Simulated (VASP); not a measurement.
Wanted: the native input for a VASP 6.6.1 run.

| Quantity | Value |
| --- | --- |
| Task | single point |
| Functional | revPBE |
| Potentials or basis | VASP PAW PBE potentials, release 64 (Ba_sv) |
| Cutoff | 520 eV |
| k mesh | 9 × 9 × 9 |
| Occupations | fermi-dirac, width 0.1 eV |
| Spin | no spin polarisation |
| Dipole correction | no |
| Further INCAR settings | ALGO = Normal; EDIFF = 1e-06; NBANDS = 11 |

The structure of Ba lies in POSCAR:

```
Ba
1.0
    4.1998318073      0.0000000000      0.0000000000
    0.0000000000      4.1998318073      0.0000000000
    0.0000000000      0.0000000000      4.1998318073
Ba
1
Direct
    0.0000000000      0.0000000000      0.0000000000
```

This cell differs from its parent crystal: volume scaled by 1.12.

These files were run (other wordings do the same):

INCAR

```
ALGO = Normal ; EDIFF = 1E-6
ENCUT = 520 ; GGA = RE
ISIF = 2 ; ISMEAR = -1
LASPH = T ; LCHARG = T
LELF = T ; LREAL = F
LVHAR = T ; LWAVE = F
NBANDS = 11 ; NELM = 80
PREC = Accurate ; SIGMA = 0.1
```

KPOINTS

```
k-points
0
Gamma
  9 9 9
```

Potentials or basis: VASP PAW PBE potentials, release 64 (Ba_sv).

The run is started by

```bash
$ cat potpaw_PBE.64/Ba_sv/POTCAR > POTCAR
$ mpirun -np 1 vasp_std > vasp.out
```

It gave:

```
Pressure : -0.5 GPa
```

Caveat: the PAW data sets were made with another functional, which shifts forces and pressure a little.

Run time: 7.4 s on 1 thread of Intel(R) Xeon(R) 6975P-C (Granite Rapids), on a shared host, peak memory 0.18 GiB.
